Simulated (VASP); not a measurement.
Write the native input for VASP 6.6.1 that does the following.

```yaml
Task: single point
Functional: PBE
Potentials_or_basis: VASP PAW PBE potentials, release 64 (Mg, Cd, Se)
Cutoff: 520 eV
k_mesh: 10 × 10 × 4
Occupations: gaussian, width 0.1 eV
Spin: no spin polarisation
Dipole_correction: no
Further_INCAR_settings: ALGO = Normal; EDIFF = 1e-06; NBANDS = 34
```

The structure of MgCd3Se2 lies in POSCAR:

```
MgCd3Se2
1.0
    3.9457161708      0.0000000000      0.0000000000
    0.0000000000      3.9457161708      0.0000000000
    0.0000000000      0.0000000000     10.0414061209
Mg Cd Se
1 3 2
Direct
    0.0000000000      0.0000000000      0.0000000000
    0.5000000000      0.5000000000      0.1571237624
    0.5000000000      0.5000000000      0.5000000000
    0.5000000000      0.5000000000      0.8428762376
    0.0000000000      0.0000000000      0.2493371447
    0.0000000000      0.0000000000      0.7506628553
```

One way to write it, as run:

INCAR

```
SYSTEM = MgCd3Se2
PREC = Accurate
ENCUT = 520
EDIFF = 1E-6
ISMEAR = 0
SIGMA = 0.1
LREAL = .False.
LASPH = .True.
NELM = 100
ALGO = Normal
ISIF = 2
LWAVE = .False.
LCHARG = .False.
GGA = PE
NBANDS = 34
```

KPOINTS

```
regular mesh
0
Gamma
  10 10 4
  0 0 0
```

Potentials or basis: VASP PAW PBE potentials, release 64 (Mg, Cd, Se).

Launch:

```sh
$ cat potpaw_PBE.64/Mg/POTCAR potpaw_PBE.64/Cd/POTCAR potpaw_PBE.64/Se/POTCAR > POTCAR
$ mpirun -np 1 vasp_std > vasp.out
```

Results of the run:

| Item | Value |
| --- | --- |
| Pressure | 0.1 GPa |
| Largest force | 0.014 eV/Å |
| Band gap on the k mesh | zero (band 25 reaches 2.07 eV, above the bottom of band 26 at 1.37 eV) |

Run time: 2.8 min on 1 thread of Intel(R) Xeon(R) Platinum 8488C (Sapphire Rapids), with other jobs on the host, peak memory 0.46 GiB.
